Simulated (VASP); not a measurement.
# BAs (F-43m) in VASP: further runs

Aim: see how the results for BAs move with the level of theory and the settings. Levels: HSE06, PBE0. Tasks: single point.

Program: VASP 6.6.1. These are calculated values, not measurements. Logs are shortened: lines on timing, memory, paths and dates and some standing lists are left out, and cuts for length are marked.

**1. The cell of the first run**

Symmetry: F-43m, No. 216, cubic system. Conventional cell: a = 4.784 Å, b = 4.784 Å, c = 4.784 Å, α = 90.00°, β = 90.00°, γ = 90.00°. Within 2.7 Å of B (site symmetry -43m) lie 4 As at 2.07 Å. As (site symmetry -43m) has 4 B at 2.07 Å within 2.7 Å.

**2. Single point, HSE06**

Input file POSCAR:

```
BAs
1.0
    0.0000000000      2.3918676044      2.3918676044
    2.3918676044      0.0000000000      2.3918676044
    2.3918676044      2.3918676044      0.0000000000
B As
1 1
Direct
    0.0000000000      0.0000000000      0.0000000000
    0.2500000000      0.2500000000      0.2500000000
```

Input file INCAR.step1:

```
  ALGO = Normal
  EDIFF = 1E-5
  ENCUT = 520
  GGA = PE
  ISIF = 2
  ISMEAR = 0
  LASPH = True
  LREAL = False
  LWAVE = True
  NBANDS = 11
  NELM = 80
  PREC = Accurate
  SIGMA = 0.01
```

Input file INCAR.step2:

```
  ALGO = Normal
  EDIFF = 1E-7
  ENCUT = 520
  GGA = PE
  HFSCREEN = 0.2079
  ISIF = 2
  ISMEAR = 0
  ISTART = 1
  LASPH = True
  LCHARG = True
  LELF = True
  LHFCALC = True
  LREAL = False
  LVHAR = True
  LWAVE = False
  NBANDS = 11
  NELM = 80
  PREC = Accurate
  PRECFOCK = Normal
  SIGMA = 0.01
```

Input file KPOINTS:

```
k-points
0
Gamma
  6 6 6
```

Potentials or basis: VASP PAW PBE potentials, release 64 (B, As).

Run with:

```sh
$ cat potpaw_PBE.64/B/POTCAR potpaw_PBE.64/As/POTCAR > POTCAR
$ cp INCAR.step1 INCAR
$ mpirun -np 1 vasp_std > vasp.out
$ cp INCAR.step2 INCAR
$ mpirun -np 1 vasp_std > vasp.out
```

OUTCAR:

```text
EDIFF = 1E-7
   ENCUT = 520
   GGA = PE
   HFSCREEN = 0.2079
   ISIF = 2
   ISMEAR = 0
   ISTART = 1
   LASPH = True
   LHFCALC = True
   LREAL = False
   NELM = 80
   PREC = Accurate
   PRECFOCK = Normal

 ion  position               nearest neighbor table
   1  0.000  0.000  0.000-   2 2.07   2 2.07   2 2.07   2 2.07
   2  0.250  0.250  0.250-   1 2.07   1 2.07   1 2.07   1 2.07

  LATTYP: Found a face centered cubic cell.
 ALAT       =     4.7837352088

  Lattice vectors:

 A1 = (   0.0000000000,   2.3918676044,   2.3918676044)
 A2 = (   2.3918676044,   0.0000000000,   2.3918676044)
 A3 = (   2.3918676044,   2.3918676044,   0.0000000000)

Analysis of symmetry for initial positions (statically):
=====================================================================
 Subroutine PRICEL returns:
 Original cell was already a primitive cell.

 Routine SETGRP: Setting up the symmetry group for a
 face centered cubic supercell.

 Subroutine GETGRP returns: Found 24 space group operations
 (whereof 24 operations were pure point group operations)
 out of a pool of 48 trial point group operations.

The static configuration has the point symmetry T_d .

Analysis of symmetry for dynamics (positions and initial velocities):
=====================================================================
 Subroutine PRICEL returns:
 Original cell was already a primitive cell.

 Routine SETGRP: Setting up the symmetry group for a
 face centered cubic supercell.

 Subroutine GETGRP returns: Found 24 space group operations
 (whereof 24 operations were pure point group operations)
 out of a pool of 48 trial point group operations.

The dynamic configuration has the point symmetry T_d .

 Subroutine INISYM returns: Found 24 space group operations
 (whereof 24 operations are pure point group operations),
 and found     1 'primitive' translations

----------------------------------------------------------------------------------------

                                     Primitive cell

  volume of cell :      27.3679

  direct lattice vectors                    reciprocal lattice vectors
     0.000000000  2.391867604  2.391867604    -0.209041671  0.209041671  0.209041671
     2.391867604  0.000000000  2.391867604     0.209041671 -0.209041671  0.209041671
     2.391867604  2.391867604  0.000000000     0.209041671  0.209041671 -0.209041671

  length of vectors
     3.382611606  3.382611606  3.382611606     0.362070794  0.362070794  0.362070794

[... 88 lines left out ...]
   IALGO  =     38    algorithm
   IMIX   =      1    mixing-type and parameters
     AMIX     =   0.40;   BMIX     =  1.00
     AMIX_MAG =   1.60;   BMIX_MAG =  1.00
  volume/ion in A,a.u.               =      13.68        92.34
  Fermi-wavevector in a.u.,A,eV,Ry     =   1.086487  2.053162 16.061039  1.180453
  Thomas-Fermi vector in A             =   2.222624
   LORBIT       =      0    0 simple, 1 ext, 2 COOP (PROOUT), +10 PAW based schemes
   GGA     = PE    functional components
   LHFCALC =     T    Hartree Fock is set to
   PRECFOCK=normal    Normal, Fast or Accurate (Low or Medium for compatibility)
   ENCUT4O =  -1.0   cutoff for four orbital integrals eV
   NKREDX  =     1    reduce k-point grid by
   NKREDY  =     1    reduce k-point grid by
   NKREDZ  =     1    reduce k-point grid by
   AEXX    =    0.2500 exact exchange contribution
   HFSCREEN=    0.2079 screening length (either q_TF or 0.3 A-1)
   HFSCREENC=   0.2079 screening length for correlation (either q_TF or 0.3 A-1)
   ENCUTFOCK=  -1.0 apply spherical cutoff to Coloumb kernel
   IVDW    =     0    specifies the selected vdW correction
   LEPSILON=     F    determine dielectric tensor
   LRPA    =     F    only Hartree local field effects (RPA)
 non-spin polarized calculation
 Gauss-broadening in eV      SIGMA  =   0.01
  energy-cutoff  :      520.00
  volume of cell :       27.37
 maximum number of plane-waves:       754
 NGX is ok and might be reduce to    28
  NGX = 20; NGY = 20; NGZ = 20

 number of electron       8.0000000 magnetization

 Free energy of the ion-electron system (eV)
  ---------------------------------------------------
  ext. energy  EPLUGINS =         0.00000000
  ---------------------------------------------------
  free energy    TOTEN  =       -13.24198608 eV

  energy without entropy =      -13.24198608  energy(sigma->0) =      -13.24198608

 E-fermi :   5.7235     XC(G=0):  -8.7458

 val. band max:        5.6686113935   @ k =   0.0000   0.0000   0.0000
 cond. band min:       7.6175958226   @ k =   0.3333   0.3333   0.0000
 fundamental gap:      1.9489844290
 Fermi energy:         5.7235244707

 k-point     1 :       0.0000    0.0000    0.0000
  band No.  band energies     occupation
      1     -11.2431      2.00000
      2       5.6686      2.00000
      3       5.6686      2.00000
      4       5.6686      2.00000
      5       9.7763      0.00000
      6       9.7763      0.00000
      7       9.7763      0.00000
      8      11.4864      0.00000
      9      16.2699      0.00000
     10      19.6995      0.00000
     11      19.6995      0.00000
[... 197 lines left out ...]
 k-point    16 :      -0.3333    0.5000    0.1667
  band No.  band energies     occupation
      1      -6.4361      2.00000
      2      -3.4451      2.00000
      3       0.0890      2.00000
      4       0.3007      2.00000
      5      10.2586      0.00000
      6      10.5411      0.00000
      7      15.5391      0.00000
      8      15.7823      0.00000
      9      19.4406      0.00000
     10      22.7608      0.00000
     11      22.8339      0.00000

------------------------ aborting loop because EDIFF is reached ----------------------------------------

  FORCE on cell =-STRESS in cart. coord.  units (eV):
  Direction    XX          YY          ZZ          XY          YZ          ZX
  --------------------------------------------------------------------------------------
  -------------------------------------------------------------------------------------
  Total       -0.1981903     -0.1981903     -0.1981903     -0.0000000      0.0000000     -0.0000000
  in kB      -11.6025020    -11.6025020    -11.6025020     -0.0000000      0.0000000     -0.0000000
  external PRESSURE =     -11.6025020 kB  Pullay stress =       0.0000000 kB

 VOLUME and BASIS-vectors are now :
 -----------------------------------------------------------------------------
  energy-cutoff  :      520.00
  volume of cell :       27.37
      direct lattice vectors                 reciprocal lattice vectors
     0.000000000  2.391867604  2.391867604    -0.209041671  0.209041671  0.209041671
     2.391867604  0.000000000  2.391867604     0.209041671 -0.209041671  0.209041671
     2.391867604  2.391867604  0.000000000     0.209041671  0.209041671 -0.209041671

 POSITION                                       TOTAL-FORCE (eV/Angst)
 -----------------------------------------------------------------------------------
      0.00000      0.00000      0.00000         0.000000      0.000000      0.000000
      1.19593      1.19593      1.19593        -0.000000     -0.000000     -0.000000
 -----------------------------------------------------------------------------------
    total drift:                               -0.000000     -0.000000     -0.000000

  FREE ENERGIE OF THE ION-ELECTRON SYSTEM (eV)
  ---------------------------------------------------
  free  energy   TOTEN  =       -13.2419860805 eV

  energy  without entropy=      -13.2419860805  energy(sigma->0) =      -13.24198608
```

OUTCAR.step1:

```text
EDIFF = 1E-5
   ENCUT = 520
   GGA = PE
   ISIF = 2
   ISMEAR = 0
[... 435 lines left out ...]
 -----------------------------------------------------------------------------------
      0.00000      0.00000      0.00000        -0.000000      0.000000     -0.000000
      1.19593      1.19593      1.19593         0.000000     -0.000000      0.000000
 -----------------------------------------------------------------------------------
    total drift:                               -0.000000     -0.000000     -0.000000

  FREE ENERGIE OF THE ION-ELECTRON SYSTEM (eV)
  ---------------------------------------------------
  free  energy   TOTEN  =       -11.3899447147 eV

  energy  without entropy=      -11.3899447147  energy(sigma->0) =      -11.38994471
```

OSZICAR.step1:

```text
N       E                     dE             d eps       ncg     rms          rms(c)
DAV:   1     0.132269272606E+02    0.13227E+02   -0.37106E+03   352   0.640E+02
DAV:   2    -0.113423139564E+02   -0.24569E+02   -0.23826E+02   470   0.107E+02
DAV:   3    -0.120245345744E+02   -0.68222E+00   -0.68100E+00   441   0.170E+01
DAV:   4    -0.120262203715E+02   -0.16858E-02   -0.16857E-02   391   0.977E-01
DAV:   5    -0.120262229582E+02   -0.25867E-05   -0.25867E-05   416   0.408E-02    0.491E+00
DAV:   6    -0.114554402581E+02    0.57078E+00   -0.15809E+00   376   0.510E+00    0.239E+00
DAV:   7    -0.113962598984E+02    0.59180E-01   -0.19056E-01   406   0.215E+00    0.985E-01
DAV:   8    -0.113894616655E+02    0.67982E-02   -0.20504E-02   391   0.816E-01    0.986E-02
DAV:   9    -0.113897781938E+02   -0.31653E-03   -0.78391E-04   415   0.161E-01    0.585E-02
DAV:  10    -0.113899389252E+02   -0.16073E-03   -0.19705E-04   369   0.858E-02    0.120E-02
DAV:  11    -0.113899447147E+02   -0.57895E-05   -0.52546E-06   391   0.155E-02
   1 F= -.11389945E+02 E0= -.11389945E+02  d E =-.261392E-14
```

Run time: 19 min. Hardware: 1 thread of AMD EPYC 7R43 (Zen 3), shared host; peak memory 0.23 GiB.

What came out:

```
Free energy            : -13.2420 eV
Pressure               : -1.2 GPa
Band gap on the k mesh : 1.95 eV, indirect (least direct gap 4.11 eV)
```

Levels at points of the mesh, in eV from the valence-band top:
```tsv
k point	band 2	band 3	band 4	band 5	band 6	band 7
(0.00, 0.00, 0.00)	0.00	0.00	0.00	4.11	4.11	4.11
(0.50, 0.00, 0.00)	-9.66	-1.98	-1.98	3.53	5.69	5.69
(0.50, 0.50, 0.00)	-9.46	-4.44	-4.44	2.08	2.15	12.90
```

Caveat: the PAW data sets were made with another functional, which shifts forces and pressure a little. A k mesh can miss the band edges.

**3. Single point, PBE0**

POSCAR is that of step 2.

Input file INCAR.step1:

```
SYSTEM = BAs
  PREC = Accurate
  ENCUT = 520
  EDIFF = 1E-5
  ISMEAR = 0
  SIGMA = 0.01
  LREAL = .FALSE.
  LASPH = .TRUE.
  NELM = 80
  ALGO = Normal
  ISIF = 2
  LWAVE = .TRUE.
  NBANDS = 11
  GGA = PE
```

Input file INCAR.step2:

```
SYSTEM = BAs
  PREC = Accurate
  ENCUT = 520
  EDIFF = 1E-6
  ISMEAR = 0
  SIGMA = 0.01
  LREAL = .FALSE.
  LASPH = .TRUE.
  NELM = 80
  ALGO = Normal
  ISIF = 2
  LWAVE = .FALSE.
  LCHARG = .TRUE.
  GGA = PE
  LHFCALC = .TRUE.
  AEXX = 0.25
  PRECFOCK = Normal
  LELF = .TRUE.
  LVHAR = .TRUE.
  NBANDS = 11
  ISTART = 1
```

Input file KPOINTS:

```
Automatic mesh
0
G
  6 6 6
  0 0 0
```

Potentials or basis: VASP PAW PBE potentials, release 64 (B, As).

Run with:

```sh
$ cat potpaw_PBE.64/B/POTCAR potpaw_PBE.64/As/POTCAR > POTCAR
$ cp INCAR.step1 INCAR
$ mpirun -np 1 vasp_std > vasp.out
$ cp INCAR.step2 INCAR
$ mpirun -np 1 vasp_std > vasp.out
```

Run time: 12 min. Hardware: 1 thread of AMD EPYC 7R43 (Zen 3), shared host; peak memory 0.13 GiB.

Results (log left out):

| Property | Result |
| --- | --- |
| Free energy | -14.1731 eV |
| Pressure | -1.3 GPa |
| Band gap on the k mesh | 2.65 eV, indirect (least direct gap 4.81 eV) |

Levels at points of the mesh, in eV from the valence-band top:
```csv
k point,band 1,band 2,band 3,band 4,band 5,band 6,band 7,band 8
"(0.00, 0.00, 0.00)",-17.00,0.00,0.00,0.00,4.81,4.81,4.81,6.54
"(0.50, 0.00, 0.00)",-13.82,-9.74,-2.00,-2.00,4.25,6.42,6.42,10.75
"(0.50, 0.50, 0.00)",-12.32,-9.53,-4.48,-4.48,2.79,2.86,13.66,13.66
```

Caveat: the PAW data sets were made with another functional, which shifts forces and pressure a little. A k mesh can miss the band edges.
